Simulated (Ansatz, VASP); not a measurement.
TiN in VASP and in Ansatz

File POSCAR:

```
TiN
1.0
    0.0000000000      2.1125000000      2.1125000000
    2.1125000000      0.0000000000      2.1125000000
    2.1125000000      2.1125000000      0.0000000000
Ti N
1 1
Direct
    0.0000000000      0.0000000000      0.0000000000
    0.5000000000      0.5000000000      0.5000000000
```

The input INCAR.step1:

```
PREC = Accurate ; ENCUT = 520
ISMEAR = -1 ; SIGMA = 0.1
LREAL = F ; LASPH = T
NELM = 150 ; ISPIN = 2
MAGMOM = 1 0 ; LMAXMIX = 4
LDAU = T ; LDAUTYPE = 2
LDAUL = 2 -1 ; LDAUU = 3 0
LDAUJ = 0 0 ; NBANDS = 20
GGA = PE ; ALGO = Normal
EDIFF = 1E-4 ; LWAVE = T
LCHARG = F
```

INCAR.step2

```
PREC = Accurate ; ENCUT = 520
EDIFF = 1E-6 ; ISMEAR = -1
SIGMA = 0.1 ; LREAL = F
LASPH = T ; NELM = 150
ALGO = Normal ; ISIF = 2
LWAVE = F ; LCHARG = T
ISPIN = 2 ; MAGMOM = 1 0
LORBIT = 11 ; LMAXMIX = 4
LDAU = T ; LDAUTYPE = 2
LDAUL = 2 -1 ; LDAUU = 3 0
LDAUJ = 0 0 ; LDAUPRINT = 1
METAGGA = R2SCAN ; LMIXTAU = T
LELF = T ; LVHAR = T
NBANDS = 20 ; ISTART = 1
```

KPOINTS

```
regular mesh
0
Gamma
  8 8 8
```

Input for Ansatz:

```yaml
crystal:
  lattice:
    - [0.0, 2.1125, 2.1125]
    - [2.1125, 0.0, 2.1125]
    - [2.1125, 2.1125, 0.0]
  atoms:
    - { symbol: Ti, position: [0.0, 0.0, 0.0], spin: 1.0 }
    - { symbol: "N", position: [0.5, 0.5, 0.5] }
magnetization:
  spin_polarized: true
hamiltonian:
  xc: r2scan
  pseudopotentials: { kind: paw }
  hubbard: { sites: [{ species: Ti, l: d, u_eff: 3.0 }] }
basis:
  ecutwfc: 500
kpoints:
  mp_grid: { grid: [8, 8, 8] }
scf:
  occupations: { method: fermi_dirac, width: 0.1 }
  lower_state_search: "off"
  max_iter: 100
output:
  forces: true
  stress: true
```

Alike in both runs: task single point; functional r2SCAN; k mesh 8 × 8 × 8; occupations fermi-dirac, width 0.1 eV; collinear spin; Hubbard terms Ti d U = 3.0 eV.

|  | VASP | Ansatz |
| --- | --- | --- |
| version | VASP 6.6.1 | Ansatz 0.2.0 |
| potentials or method | VASP PAW PBE potentials, release 64 (Ti_sv, N), cutoff 520 eV | PAW, plane waves, scalar-relativistic |
| valence electrons in the cell | 17 | 17 |

VASP gave:

* pressure (GPa): 13.1
* net moment per atom (μB): 0.00
* size of the moment on the site where the two differ most (μB): 0.00

**Question.** Estimate Ansatz's values.

**Answer.** Pressure (GPa): 6.7; net moment per atom (μB): 0.11; size of the moment on the site where the two differ most (μB): 0.15.

The net moments are unlike, so the other rows may belong to different states. VASP's potentials were made for PBE, not for r2SCAN. Site moments also hang on the region over which each program counts them. The programs project onto different local orbitals, so the same U acts differently, and such runs can settle in different states. Ansatz's warnings: filled band counts differ across k points, stability check not made.
